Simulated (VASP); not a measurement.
# Ca (Im-3m) in VASP: a series of runs

Ca is run at these levels: LDA; tasks: single point, relaxation of cell and atoms.

Program: VASP 6.6.1. These are calculated values, not measurements. Logs are shortened: lines on timing, memory, paths and dates and some standing lists are left out, and cuts for length are marked.

## 1. The cell of the first run

Symmetry: Im-3m, No. 229, cubic system. Conventional cell: a = 4.229 Å, b = 4.229 Å, c = 4.229 Å, α = 90.00°, β = 90.00°, γ = 90.00°. Within 4.8 Å of Ca (site symmetry m-3m) lie 14 Ca at 3.66 to 4.23 Å.

This isn't the form of Ca at room conditions, which is fcc.

## 2. Single point, LDA

INCAR reads:

```
PREC = Accurate ; ENCUT = 500
EDIFF = 1E-6 ; ISMEAR = -1
SIGMA = 0.1 ; LREAL = F
LASPH = T ; NELM = 120
ALGO = Normal ; ISIF = 2
LWAVE = F ; LCHARG = F
NBANDS = 11 ; GGA_COMPAT = F
```

KPOINTS reads:

```
Automatic mesh
0
Gamma
  15 15 15
```

POSCAR reads:

```
Ca
1.0
   -2.1146683770      2.1146683770      2.1146683770
    2.1146683770     -2.1146683770      2.1146683770
    2.1146683770      2.1146683770     -2.1146683770
Ca
1
Direct
    0.0000000000      0.0000000000      0.0000000000
```

Potentials or basis: VASP PAW LDA potentials, release 64 (Ca_sv).

Run with:

```bash
cat potpaw_LDA.64/Ca_sv/POTCAR > POTCAR
mpirun -np 1 vasp_std > vasp.out
```

OUTCAR:

```text
PREC = Accurate
   ENCUT = 500
   EDIFF = 1E-6
   ISMEAR = -1
   LREAL = F
   LASPH = T
   NELM = 120
   ISIF = 2

 ion  position               nearest neighbor table
   1  0.000  0.000  0.000-

  LATTYP: Found a body centered cubic cell.
 ALAT       =     4.2293367540

  Lattice vectors:

 A1 = (  -2.1146683770,   2.1146683770,   2.1146683770)
 A2 = (   2.1146683770,  -2.1146683770,   2.1146683770)
 A3 = (   2.1146683770,   2.1146683770,  -2.1146683770)

Analysis of symmetry for initial positions (statically):
=====================================================================
 Subroutine PRICEL returns:
 Original cell was already a primitive cell.

 Routine SETGRP: Setting up the symmetry group for a
 body centered cubic supercell.

 Subroutine GETGRP returns: Found 48 space group operations
 (whereof 48 operations were pure point group operations)
 out of a pool of 48 trial point group operations.

The static configuration has the point symmetry O_h .

Analysis of symmetry for dynamics (positions and initial velocities):
=====================================================================
 Subroutine PRICEL returns:
 Original cell was already a primitive cell.

 Routine SETGRP: Setting up the symmetry group for a
 body centered cubic supercell.

 Subroutine GETGRP returns: Found 48 space group operations
 (whereof 48 operations were pure point group operations)
 out of a pool of 48 trial point group operations.

The dynamic configuration has the point symmetry O_h .

 Subroutine INISYM returns: Found 48 space group operations
 (whereof 48 operations are pure point group operations),
 and found     1 'primitive' translations

----------------------------------------------------------------------------------------

                                     Primitive cell

  volume of cell :      37.8257

  direct lattice vectors                    reciprocal lattice vectors
    -2.114668377  2.114668377  2.114668377     0.000000000  0.236443693  0.236443693
     2.114668377 -2.114668377  2.114668377     0.236443693  0.000000000  0.236443693
     2.114668377  2.114668377 -2.114668377     0.236443693  0.236443693  0.000000000

  length of vectors
     3.662713070  3.662713070  3.662713070     0.334381877  0.334381877  0.334381877

  position of ions in fractional coordinates (direct lattice)
     0.000000000  0.000000000  0.000000000

  ion indices of the primitive-cell ions
   primitive index   ion index
                 1           1

----------------------------------------------------------------------------------------

 KPOINTS: Automatic mesh

Automatic generation of k-mesh.
 Grid dimensions read from file:
 generate k-points for:   15   15   15

 Generating k-lattice:

  Cartesian coordinates                     Fractional coordinates (reciprocal lattice)
     0.000000000  0.015762913  0.015762913     0.066666667  0.000000000  0.000000000
     0.015762913  0.000000000  0.015762913     0.000000000  0.066666667  0.000000000
     0.015762913  0.015762913  0.000000000     0.000000000  0.000000000  0.066666667

  Length of vectors
     0.022292125  0.022292125  0.022292125

  Shift w.r.t. Gamma in fractional coordinates (k-lattice)
     0.000000000  0.000000000  0.000000000

 Subroutine IBZKPT returns following result:
 ===========================================

 Found    120 irreducible k-points:

 Following reciprocal coordinates:
            Coordinates               Weight
  0.000000  0.000000  0.000000      1.000000
  0.066667  0.000000  0.000000     12.000000
  0.133333  0.000000  0.000000     12.000000
  0.200000  0.000000  0.000000     12.000000
  0.266667  0.000000  0.000000     12.000000
  0.333333  0.000000  0.000000     12.000000
[... 16 lines left out ...]
  0.333333  0.200000 -0.000000     48.000000
  0.400000  0.200000 -0.000000     24.000000
 [... further k-points ...]
   k-points           NKPTS =    120   k-points in BZ     NKDIM =    120   number of bands    NBANDS=     11
   number of dos      NEDOS =    301   number of ions     NIONS =      1
   total plane-waves  NPLWV =  21952
   dimension x,y,z NGX =    28 NGY =   28 NGZ =   28
   dimension x,y,z NGXF=    56 NGYF=   56 NGZF=   56
   ions per type =               1
   NGX,Y,Z   is equivalent  to a cutoff of  12.71, 12.71, 12.71 a.u.
   NGXF,Y,Z  is equivalent  to a cutoff of  25.42, 25.42, 25.42 a.u.
 SYSTEM =  unknown system
   PREC   = accura    normal or accurate (medium, high low for compatibility)
   ISTART =      0    job   : 0-new  1-cont  2-samecut
   ICHARG =      2    charge: 1-file 2-atom 10-const
   ISPIN  =      1    spin polarized calculation?
   LNONCOLLINEAR =      F non collinear calculations
   LSORBIT =      F    spin-orbit coupling
   LASPH  =      T    aspherical Exc in radial PAW
   ENCUT  =  500.0 eV  36.75 Ry    6.06 a.u.   6.68  6.68  6.68*2*pi/ulx,y,z
   NELM   =    120;   NELMIN=  2; NELMDL= -5     # of ELM steps
   EDIFF  = 0.1E-05   stopping-criterion for ELM
   LREAL  =      F    real-space projection
[... 7 lines left out ...]
   TEBEG  =    0.0;   TEEND  =   0.0 temperature during run
   PSTRESS=    0.0 pullay stress
   NELECT =      10.0000    total number of electrons
   NUPDOWN=      -1.0000    fix difference up-down
   EMIN   =  10.00;   EMAX   =-10.00  energy-range for DOS
   EFERMI =   0.00;   METHOD = LEGACY
   ISMEAR =    -1;   SIGMA  =   0.10  broadening in eV -4-tet -1-fermi 0-gaus
   EFERMI_NEDOS =   21; number of points for ismear=-14 and -15
   IALGO  =     38    algorithm
   IMIX   =      4    mixing-type and parameters
     AMIX     =   0.40;   BMIX     =  1.00
     AMIX_MAG =   1.60;   BMIX_MAG =  1.00
  volume/ion in A,a.u.               =      37.83       255.26
  Fermi-wavevector in a.u.,A,eV,Ry     =   1.050701  1.985537 15.020465  1.103973
  Thomas-Fermi vector in A             =   2.185715
   LORBIT       =      0    0 simple, 1 ext, 2 COOP (PROOUT), +10 PAW based schemes
   GGA     = CA    functional components
   LHFCALC =     F    Hartree Fock is set to
   AEXX    =    0.0000 exact exchange contribution
   IVDW    =     0    specifies the selected vdW correction
   LEPSILON=     F    determine dielectric tensor
   LRPA    =     F    only Hartree local field effects (RPA)
 non-spin polarized calculation
  energy-cutoff  :      500.00
  volume of cell :       37.83
 maximum number of plane-waves:       975
   NGX = 13   NGY = 13   NGZ = 13

 number of electron      10.0000000 magnetization

 number of electron       9.9999998 magnetization

 Free energy of the ion-electron system (eV)
  ---------------------------------------------------
  ext. energy  EPLUGINS =         0.00000000
  ---------------------------------------------------
  free energy    TOTEN  =        -2.21653667 eV

  energy without entropy =       -2.17185649  energy(sigma->0) =       -2.19419658

 E-fermi :   2.2589     XC(G=0):  -8.3228

 val. band max:        2.2366128956   @ k =  -0.4667  -0.4667   0.2667
 cond. band min:       2.2711618256   @ k =  -0.4667   0.4667   0.4000
 fundamental gap:      0.0345489301
 Fermi energy:         2.2588539024

 k-point     1 :       0.0000    0.0000    0.0000
  band No.  band energies     occupation
      1     -39.0608      2.00000
      2     -20.2486      2.00000
      3     -20.2486      2.00000
      4     -20.2486      2.00000
      5      -1.9745      2.00000
      6       4.6012      0.00000
      7       4.6012      0.00000
      8       4.6012      0.00000
      9       5.8013      0.00000
     10       5.8013      0.00000
     11      13.1261      0.00000

 k-point     2 :       0.0667    0.0000    0.0000
  band No.  band energies     occupation
      1     -39.0597      2.00000
      2     -20.2583      2.00000
      3     -20.2517      2.00000
      4     -20.2486      2.00000
      5      -1.8855      2.00000
      6       4.5447      0.00000
      7       4.5700      0.00000
      8       4.6710      0.00000
      9       5.7307      0.00000
     10       5.8027      0.00000
     11      13.0782      0.00000

 k-point     3 :       0.1333    0.0000    0.0000
  band No.  band energies     occupation
      1     -39.0565      2.00000
      2     -20.2855      2.00000
      3     -20.2605      2.00000
      4     -20.2487      2.00000
      5      -1.6233      2.00000
      6       4.3920      0.00000
      7       4.4338      0.00000
      8       4.8770      0.00000
      9       5.6027      0.00000
     10       5.8115      0.00000
     11      12.7138      0.00000

 k-point     4 :       0.2000    0.0000    0.0000
  band No.  band energies     occupation
      1     -39.0517      2.00000
      2     -20.3252      2.00000
      3     -20.2735      2.00000
      4     -20.2487      2.00000
      5      -1.2026      2.00000
      6       4.1345      0.00000
      7       4.1830      0.00000
      8       5.2079      0.00000
      9       5.5590      0.00000
     10       5.8383      0.00000
     11      11.7921      0.00000
[... 239 lines left out ...]
 k-point    22 :       0.2667    0.2000   -0.0000
  band No.  band energies     occupation
      1     -39.0359      2.00000
      2     -20.4244      2.00000
      3     -20.3270      2.00000
      4     -20.2682      2.00000
      5       0.8025      2.00000
      6       2.9919      0.00131
      7       3.4734      0.00001
      8       5.6038      0.00000
      9       6.0650      0.00000
     10       6.7690      0.00000
     11       8.7292      0.00000

 k-point    23 :       0.3333    0.2000   -0.0000
  band No.  band energies     occupation
      1     -39.0333      2.00000
      2     -20.4354      2.00000
      3     -20.3429      2.00000
      4     -20.2696      2.00000
      5       1.4325      1.99948
      6       2.6561      0.03695
      7       3.3306      0.00004
      8       5.6693      0.00000
      9       6.0787      0.00000
     10       7.2036      0.00000
     11       8.0235      0.00000

 k-point    24 :       0.4000    0.2000   -0.0000
  band No.  band energies     occupation
      1     -39.0323      2.00000
      2     -20.4389      2.00000
      3     -20.3490      2.00000
      4     -20.2699      2.00000
      5       1.8090      1.97799
      6       2.4039      0.37989
      7       3.2746      0.00008
      8       5.6733      0.00000
      9       6.1146      0.00000
     10       7.4030      0.00000
     11       7.7491      0.00000

 [... further k-points ...]

------------------------ aborting loop because EDIFF is reached ----------------------------------------

  FORCE on cell =-STRESS in cart. coord.  units (eV):
  Direction    XX          YY          ZZ          XY          YZ          ZX
  --------------------------------------------------------------------------------------
  -------------------------------------------------------------------------------------
  Total       -0.0056055     -0.0056055     -0.0056055     -0.0000000     -0.0000000      0.0000000
  in kB       -0.2374297     -0.2374297     -0.2374297     -0.0000000     -0.0000000      0.0000000
  external PRESSURE =      -0.2374297 kB  Pullay stress =       0.0000000 kB

 VOLUME and BASIS-vectors are now :
 -----------------------------------------------------------------------------
  energy-cutoff  :      500.00
  volume of cell :       37.83
      direct lattice vectors                 reciprocal lattice vectors
    -2.114668377  2.114668377  2.114668377     0.000000000  0.236443693  0.236443693
     2.114668377 -2.114668377  2.114668377     0.236443693  0.000000000  0.236443693
     2.114668377  2.114668377 -2.114668377     0.236443693  0.236443693  0.000000000

 POSITION                                       TOTAL-FORCE (eV/Angst)
 -----------------------------------------------------------------------------------
      0.00000      0.00000      0.00000        -0.000000      0.000000      0.000000
 -----------------------------------------------------------------------------------
    total drift:                               -0.000000     -0.000000     -0.000000

  FREE ENERGIE OF THE ION-ELECTRON SYSTEM (eV)
  ---------------------------------------------------
  free  energy   TOTEN  =        -2.2165366670 eV

  energy  without entropy=       -2.1718564851  energy(sigma->0) =       -2.19419658
```

Wall time 50 s (1 thread of Intel Xeon 8259CL, shared host); peak memory 0.17 GiB.

Results:

| Property | Result |
| --- | --- |
| Free energy | -2.2165 eV |
| Pressure | 0.0 GPa |
| Band gap on the k mesh | zero (bands 5 and 6 overlap by 0.39 eV) |

(Continued in part 2 of 2.)

The gap in the log of VASP goes by the Fermi energy; the results here count the filled bands.